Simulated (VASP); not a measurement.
## Y: relaxation of cell and atoms with PBE

Y:

```xyz
1
Lattice="-1.7576 1.7576 2.6550 1.7576 -1.7576 2.6550 1.7576 1.7576 -2.6550" Properties=species:S:1:pos:R:3 pbc="T T T"
Y     0.0000    0.0000    0.0000
```

```yaml
Program: VASP 6.6.1
Task: relaxation of cell and atoms
Functional: PBE
Potentials_or_basis: VASP PAW PBE potentials, release 64 (Y_sv)
Cutoff: 600 eV
k_mesh: 8 × 8 × 8
Occupations: gaussian, width 0.1 eV
Spin: no spin polarisation
Dipole_correction: no
Further_INCAR_settings: ALGO = Normal; EDIFF = 1e-06; IBRION = 2; EDIFFG = -0.04; NSW = 90; ISIF = 3
```

| Property | Result |
| --- | --- |
| Relaxed volume | 32.22 Å³/atom |
| Relaxed cell | a = 3.572 Å, b = 3.572 Å, c = 3.572 Å, α = 120.03°, β = 120.03°, γ = 89.96° |
| Space group after relaxing (to 0.1 Å) | Fm-3m (No. 225) |
| Energy gained by relaxing | 12.4 meV/atom |
| Ionic steps | 5 |
| Pressure after relaxing | 0.0 GPa |
| Band gap on the k mesh | zero (an odd number of electrons rules out a gap without spin polarisation) |

Step by step:
| step | energy change (eV) | largest force (eV/Å) | pressure (GPa) | volume (Å³) |
| --- | --- | --- | --- | --- |
| 1 | 0.0000 | 0.0000 | -0.63 | 32.81 |
| 2 | -0.0080 | 0.0000 | 0.10 | 32.19 |
| 3 | -0.0099 | 0.0000 | 0.63 | 31.78 |
| 4 | -0.0100 | 0.0000 | 0.75 | 31.70 |
| 5 | -0.0124 | 0.0000 | 0.04 | 32.22 |

Final structure:
```cif
data_structure
_symmetry_space_group_name_H-M 'P 1'
_symmetry_Int_Tables_number 1
_cell_length_a 3.5722
_cell_length_b 3.5722
_cell_length_c 3.5722
_cell_angle_alpha 120.025
_cell_angle_beta 120.025
_cell_angle_gamma 89.956
_cell_volume 32.22
loop_
_atom_site_label
_atom_site_type_symbol
_atom_site_fract_x
_atom_site_fract_y
_atom_site_fract_z
_atom_site_occupancy
Y1 Y 0.00000 0.00000 0.00000 1
```

Levels at points of the mesh, in eV from the Fermi level:
```
           k point  band 3  band 4  band 5  band 6  band 7  band 8
(0.00, 0.00, 0.00)  -22.33  -22.33   -4.75    1.81    1.82    1.82
(0.50, 0.00, 0.00)  -22.41  -22.41   -1.97    0.66    1.64    1.65
(0.50, 0.50, 0.00)  -22.54  -22.54   -1.75   -0.87    2.14    5.32
(0.50, 0.50, 0.50)  -22.54  -22.54   -1.75   -0.87    2.13    5.32
```

Run time: 2.7 min on 1 thread of Intel Xeon 8259CL, on a shared host, peak memory 0.21 GiB.
